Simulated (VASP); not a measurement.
# MgS (Niningerite) (P1) in VASP: further runs, part 3 of 4

VASP 6.6.1. The steps go on from the part before.

### 4 Single point, RPBE+D3(BJ)

The input, INCAR:

```
PREC     = Accurate       # precision mode
ENCUT    = 520            # plane-wave cutoff, eV
EDIFF    = 1E-6           # SCF threshold, eV
ISMEAR   = 0              # smearing method
SIGMA    = 0.01           # smearing width, eV
LREAL    = False          # projectors in reciprocal space
LASPH    = True           # aspherical terms in the spheres
NELM     = 100            # most SCF steps
ALGO     = Normal         # electronic algorithm
ISIF     = 2              # what is computed and relaxed
LWAVE    = False          # write WAVECAR
LCHARG   = False          # write CHGCAR
GGA      = RP             # functional
IVDW     = 12             # dispersion correction
NBANDS   = 11             # bands
```

The input, KPOINTS:

```
Automatic mesh
0
Gamma
  4 4 4
```

The input, POSCAR:

```
MgS
1.0
   -0.0049900000      2.6230800000      2.6649800000
    2.5275000000      0.0299300000      2.6300600000
    2.5715700000      2.6322300000     -0.0141400000
Mg S
1 1
Direct
    0.9883300000      0.0161000000      0.9963000000
    0.4953678511      0.4836548078      0.5215932402
```

Potentials or basis: VASP PAW PBE potentials, release 64 (Mg, S).

The run is started by

```sh
> cat potpaw_PBE.64/Mg/POTCAR potpaw_PBE.64/S/POTCAR > POTCAR
> mpirun -np 1 vasp_std > vasp.out
```

OUTCAR:

```text
PREC = Accurate
   ENCUT = 520
   EDIFF = 1E-6
   ISMEAR = 0
   LREAL = False
   LASPH = True
   NELM = 100
   ISIF = 2
   GGA = RP
   IVDW = 12
 IVDW          = 12

 ion  position               nearest neighbor table
   1  0.988  0.016  0.996-   2 2.53   2 2.54   2 2.57   2 2.59   2 2.70   2 2.72
   2  0.495  0.484  0.522-   1 2.53   1 2.54   1 2.57   1 2.59   1 2.70   1 2.72

  Warning from LATTYP: Got some problem with cell dimensions!
  Tried to take original basis but could not verify dimensions!
  LATTYP: Found a triclinic cell.
 ALAT       =     3.6477894208
 B/A-ratio  =     2.4411076777
 C/A-ratio  =     2.6984031654
 COS(alpha) =     0.0000472076
 COS(beta)  =     0.5762595780
 COS(gamma) =     0.8097619804

  Lattice vectors:

 A1 = (  -2.5275000000,  -0.0299300000,  -2.6300600000)
 A2 = (  -5.0159200000,   5.1655200000,  -5.2393400000)
 A3 = (  -2.5615900000,  -7.8783900000,  -5.3158200000)

Analysis of symmetry for initial positions (statically):
=====================================================================
 Subroutine PRICEL returns:
 Original cell was already a primitive cell.

 Routine SETGRP: Setting up the symmetry group for a
 triclinic supercell.

 Subroutine GETGRP returns: Found  1 space group operations
 (whereof  1 operations were pure point group operations)
 out of a pool of  2 trial point group operations.

The static configuration has the point symmetry C_1 .

Analysis of symmetry for dynamics (positions and initial velocities):
=====================================================================
 Subroutine PRICEL returns:
 Original cell was already a primitive cell.

 Routine SETGRP: Setting up the symmetry group for a
 triclinic supercell.

 Subroutine GETGRP returns: Found  1 space group operations
 (whereof  1 operations were pure point group operations)
 out of a pool of  2 trial point group operations.

The dynamic configuration has the point symmetry C_1 .

 Subroutine INISYM returns: Found  1 space group operations
 (whereof  1 operations are pure point group operations),
 and found     1 'primitive' translations

[... 124 lines left out ...]
   LRPA    =     F    only Hartree local field effects (RPA)
 non-spin polarized calculation
 Gauss-broadening in eV      SIGMA  =   0.01
  energy-cutoff  :      520.00
  volume of cell :       35.39
 maximum number of plane-waves:       964
   NGX = 13   NGY = 13   NGZ = 13

 number of electron       8.0000000 magnetization

 Free energy of the ion-electron system (eV)
  ---------------------------------------------------
  ext. energy  EPLUGINS =         0.00000000
  ---------------------------------------------------
  free energy    TOTEN  =        -7.89376257 eV

  energy without entropy =       -7.89376257  energy(sigma->0) =       -7.89376257

 E-fermi :   4.0549     XC(G=0):  -9.5073

 val. band max:        3.9357914968   @ k =   0.0000   0.0000   0.0000
 cond. band min:       6.5860649972   @ k =   0.0000   0.5000   0.5000
 fundamental gap:      2.6502735004
 Fermi energy:         4.0548634319

 k-point     1 :       0.0000    0.0000    0.0000
  band No.  band energies     occupation
      1      -8.8319      2.00000
      2       3.6466      2.00000
      3       3.7857      2.00000
      4       3.9358      2.00000
      5       7.6033      0.00000
      6      11.5427      0.00000
      7      11.7123      0.00000
      8      12.1288      0.00000
      9      13.9374      0.00000
     10      14.3919      0.00000
     11      16.3567      0.00000
[... 309 lines left out ...]
 k-point    24 :       0.2500   -0.2500    0.2500
  band No.  band energies     occupation
      1      -7.3580      2.00000
      2      -0.1361      2.00000
      3       1.6130      2.00000
      4       2.5081      2.00000
      5       8.1680      0.00000
      6      10.6305      0.00000
      7      12.5756      0.00000
      8      12.7431      0.00000
      9      16.6095      0.00000
     10      18.2588      0.00000
     11      19.4083      0.00000

 [... further k-points ...]

------------------------ aborting loop because EDIFF is reached ----------------------------------------

 Edisp (eV)   -2.82605

 E8    (eV) :    -1.6778

  FORCE on cell =-STRESS in cart. coord.  units (eV):
  Direction    XX          YY          ZZ          XY          YZ          ZX
  --------------------------------------------------------------------------------------
  -------------------------------------------------------------------------------------
  Total      -2.37933    -2.86415    -3.33137    -0.17068    -0.06221     0.21012
  in kB    -107.70474  -129.65093  -150.80056    -7.72607    -2.81585     9.51150
  external pressure =     -129.39 kB  Pullay stress =        0.00 kB

 VOLUME and BASIS-vectors are now :
 -----------------------------------------------------------------------------
  energy-cutoff  :      520.00
  volume of cell :       35.39
      direct lattice vectors                 reciprocal lattice vectors
    -0.004990000  2.623080000  2.664980000    -0.195607447  0.192097713  0.185793608
     2.527500000  0.029930000  2.630060000     0.199240388 -0.193623104  0.190951940
     2.571570000  2.632230000 -0.014140000     0.192662008  0.190677665 -0.187318999

 POSITION                                       TOTAL-FORCE (eV/Angst)
 -----------------------------------------------------------------------------------
      2.59782      5.21544      2.66214        -0.077588      0.275391     -0.152546
      2.56128      2.68682      2.58481         0.077588     -0.275391      0.152546
 -----------------------------------------------------------------------------------
    total drift:                               -0.000039     -0.000039      0.000046

  FREE ENERGIE OF THE ION-ELECTRON SYSTEM (eV)
  ---------------------------------------------------
  free  energy   TOTEN  =       -10.7198089667 eV

  energy  without entropy=      -10.7198089667  energy(sigma->0) =      -10.71980897
```

stdout:

```text
POSCAR found type information on POSCAR MgS
 POSCAR found :  2 types and       2 ions
 scaLAPACK will be used
 -----------------------------------------------------------------------------
|                                                                             |
|                                                                             |
|     You enforced a specific xc type in the INCAR file but a different       |
|     I HOPE YOU KNOW WHAT YOU ARE DOING!                                     |
|                                                                             |
 -----------------------------------------------------------------------------

 LDA part: xc-table for (Slater+PW92), standard interpolation
 POSCAR, INCAR and KPOINTS ok, starting setup
 FFT: planning ... GRIDC
 FFT: planning ... GRID_SOFT
 FFT: planning ... GRID
 WAVECAR not read
 entering main loop
```

Wall time 11 s (1 thread of AMD EPYC 7R43 (Zen 3), shared host); peak memory 0.14 GiB.

Results:

| Item | Value |
| --- | --- |
| Free energy | -10.7198 eV |
| Pressure | -12.9 GPa |
| Largest force | 0.324 eV/Å |
| Band gap on the k mesh | 2.65 eV, indirect (least direct gap 3.67 eV) |
| Dispersion energy per atom | -1.413 eV |

Forces on the atoms (eV/Å):
```
Mg  -0.078  0.275 -0.153
S    0.078 -0.275  0.153
```

Stress tensor (GPa, compression positive):
```
-10.77  -0.77   0.95
 -0.77 -12.97  -0.28
  0.95  -0.28 -15.08
```

Caveat: the k points lie up to 0.53 Å⁻¹ apart; the PAW data sets were made with another functional, which shifts forces and pressure a little. A k mesh can miss the band edges.

### 5 Single point, RPBE+D3(BJ)

The input, INCAR:

```
SYSTEM = MgS
PREC = Accurate
ENCUT = 520
EDIFF = 1E-6
ISMEAR = 0
SIGMA = 0.01
LREAL = .False.
LASPH = .True.
NELM = 80
ALGO = Normal
ISIF = 2
LWAVE = .False.
LCHARG = .False.
GGA = RP
IVDW = 12
NBANDS = 11
```

The input, KPOINTS:

```
regular mesh
0
Gamma
  4 4 4
  0 0 0
```

Edit POSCAR of step 4 so:

```diff
@@ -9,2 +9,2 @@
     0.9883300000      0.0161000000      0.9963000000
-    0.4953678511      0.4836548078      0.5215932402
+    0.5031921489      0.4756851922      0.5138867598
```

Potentials or basis: VASP PAW PBE potentials, release 64 (Mg, S).

The run is started by

```sh
> cat potpaw_PBE.64/Mg/POTCAR potpaw_PBE.64/S/POTCAR > POTCAR
> mpirun -np 1 vasp_std > vasp.out
```

OUTCAR:

```text
SYSTEM = MgS
   PREC = Accurate
   ENCUT = 520
   EDIFF = 1E-6
   ISMEAR = 0
   LREAL = .False.
   LASPH = .True.
   NELM = 80
   ISIF = 2
   GGA = RP
   IVDW = 12
 IVDW          = 12

 ion  position               nearest neighbor table
   1  0.988  0.016  0.996-   2 2.50   2 2.53   2 2.59   2 2.61   2 2.70   2 2.72
   2  0.503  0.476  0.514-   1 2.50   1 2.53   1 2.59   1 2.61   1 2.70   1 2.72

  Warning from LATTYP: Got some problem with cell dimensions!
  Tried to take original basis but could not verify dimensions!
  LATTYP: Found a triclinic cell.
 ALAT       =     3.6477894208
 B/A-ratio  =     2.4411076777
 C/A-ratio  =     2.6984031654
 COS(alpha) =     0.0000472076
 COS(beta)  =     0.5762595780
 COS(gamma) =     0.8097619804

  Lattice vectors:

 A1 = (  -2.5275000000,  -0.0299300000,  -2.6300600000)
 A2 = (  -5.0159200000,   5.1655200000,  -5.2393400000)
 A3 = (  -2.5615900000,  -7.8783900000,  -5.3158200000)

Analysis of symmetry for initial positions (statically):
=====================================================================
 Subroutine PRICEL returns:
 Original cell was already a primitive cell.

 Routine SETGRP: Setting up the symmetry group for a
 triclinic supercell.

 Subroutine GETGRP returns: Found  1 space group operations
 (whereof  1 operations were pure point group operations)
 out of a pool of  2 trial point group operations.

The static configuration has the point symmetry C_1 .

Analysis of symmetry for dynamics (positions and initial velocities):
=====================================================================
 Subroutine PRICEL returns:
 Original cell was already a primitive cell.

 Routine SETGRP: Setting up the symmetry group for a
 triclinic supercell.

 Subroutine GETGRP returns: Found  1 space group operations
 (whereof  1 operations were pure point group operations)
 out of a pool of  2 trial point group operations.

The dynamic configuration has the point symmetry C_1 .

 Subroutine INISYM returns: Found  1 space group operations
 (whereof  1 operations are pure point group operations),
 and found     1 'primitive' translations
[... 123 lines left out ...]
   IVDW    =    12    specifies the selected vdW correction
   LEPSILON=     F    determine dielectric tensor
   LRPA    =     F    only Hartree local field effects (RPA)
 non-spin polarized calculation
 Gauss-broadening in eV      SIGMA  =   0.01
  energy-cutoff  :      520.00
  volume of cell :       35.39
 maximum number of plane-waves:       964
   NGX = 13   NGY = 13   NGZ = 13

 number of electron       8.0000001 magnetization

 Free energy of the ion-electron system (eV)
  ---------------------------------------------------
  ext. energy  EPLUGINS =         0.00000000
  ---------------------------------------------------
  free energy    TOTEN  =        -7.88776380 eV

  energy without entropy =       -7.88776380  energy(sigma->0) =       -7.88776380

 E-fermi :   4.0503     XC(G=0):  -9.5066

 val. band max:        3.9396211484   @ k =   0.0000   0.0000   0.0000
 cond. band min:       6.5866270681   @ k =   0.0000   0.5000   0.5000
 fundamental gap:      2.6470059197
 Fermi energy:         4.0502879246

 k-point     1 :       0.0000    0.0000    0.0000
  band No.  band energies     occupation
      1      -8.8327      2.00000
      2       3.6368      2.00000
      3       3.7858      2.00000
      4       3.9396      2.00000
      5       7.6018      0.00000
      6      11.5404      0.00000
      7      11.7080      0.00000
      8      12.1366      0.00000
      9      13.9395      0.00000
     10      14.4026      0.00000
     11      16.3550      0.00000
[... 309 lines left out ...]
 k-point    24 :       0.2500   -0.2500    0.2500
  band No.  band energies     occupation
      1      -7.3598      2.00000
      2      -0.1327      2.00000
      3       1.6114      2.00000
      4       2.5029      2.00000
      5       8.1695      0.00000
      6      10.6275      0.00000
      7      12.5729      0.00000
      8      12.7448      0.00000
      9      16.6141      0.00000
     10      18.2559      0.00000
     11      19.4056      0.00000

 [... further k-points ...]

------------------------ aborting loop because EDIFF is reached ----------------------------------------

 Edisp (eV)   -2.82511

 E8    (eV) :    -1.6771

  FORCE on cell =-STRESS in cart. coord.  units (eV):
  Direction    XX          YY          ZZ          XY          YZ          ZX
  --------------------------------------------------------------------------------------
  -------------------------------------------------------------------------------------
  Total      -2.29105    -2.87231    -3.33743    -0.15149    -0.06173     0.19650
  in kB    -103.70833  -130.02015  -151.07487    -6.85755    -2.79412     8.89513
  external pressure =     -128.27 kB  Pullay stress =        0.00 kB

 VOLUME and BASIS-vectors are now :
 -----------------------------------------------------------------------------
  energy-cutoff  :      520.00
  volume of cell :       35.39
      direct lattice vectors                 reciprocal lattice vectors
    -0.004990000  2.623080000  2.664980000    -0.195607447  0.192097713  0.185793608
     2.527500000  0.029930000  2.630060000     0.199240388 -0.193623104  0.190951940
     2.571570000  2.632230000 -0.014140000     0.192662008  0.190677665 -0.187318999

 POSITION                                       TOTAL-FORCE (eV/Angst)
 -----------------------------------------------------------------------------------
      2.59782      5.21544      2.66214        -0.270633      0.271902     -0.149831
      2.52128      2.68682      2.58481         0.270633     -0.271902      0.149831
 -----------------------------------------------------------------------------------
    total drift:                               -0.000064      0.000025     -0.000032

  FREE ENERGIE OF THE ION-ELECTRON SYSTEM (eV)
  ---------------------------------------------------
  free  energy   TOTEN  =       -10.7128696542 eV

  energy  without entropy=      -10.7128696542  energy(sigma->0) =      -10.71286965
```

Wall time 14 s (1 thread of AMD EPYC 7R43 (Zen 3), shared host); peak memory 0.14 GiB.

What came out:

- Free energy: -10.7129 eV
- Pressure: -12.8 GPa
- Largest force: 0.412 eV/Å
- Band gap on the k mesh: 2.65 eV, indirect (least direct gap 3.66 eV)
- Dispersion energy per atom: -1.413 eV

Forces on the atoms (eV/Å):
```
Mg  -0.271  0.272 -0.150
S    0.271 -0.272  0.150
```

Levels at points of the mesh, in eV from the valence-band top:
```
           k point  band 2  band 3  band 4  band 5  band 6  band 7
(0.00, 0.00, 0.00)   -0.30   -0.15    0.00    3.66    7.60    7.77
(0.50, 0.00, 0.00)   -4.93   -0.76   -0.65    4.51    6.73    7.05
(0.00, 0.50, 0.00)   -4.83   -0.87   -0.80    4.34    6.51    6.83
(0.50, 0.50, 0.00)   -4.31   -1.87   -1.58    2.84    4.39   11.71
(0.00, 0.00, 0.50)   -4.95   -0.77   -0.57    4.53    6.69    7.23
(0.50, 0.00, 0.50)   -4.29   -2.00   -1.58    2.75    4.35   11.87
(0.00, 0.50, 0.50)   -4.26   -1.99   -1.81    2.65    4.24   12.07
(0.50, 0.50, 0.50)   -4.92   -0.81   -0.63    4.46    6.67    7.07
```

Caveat: the k points lie up to 0.53 Å⁻¹ apart; the PAW data sets were made with another functional, which shifts forces and pressure a little. As with any semilocal functional, this RPBE gap is likely too small.

(Part 3 of 4 ends here.)
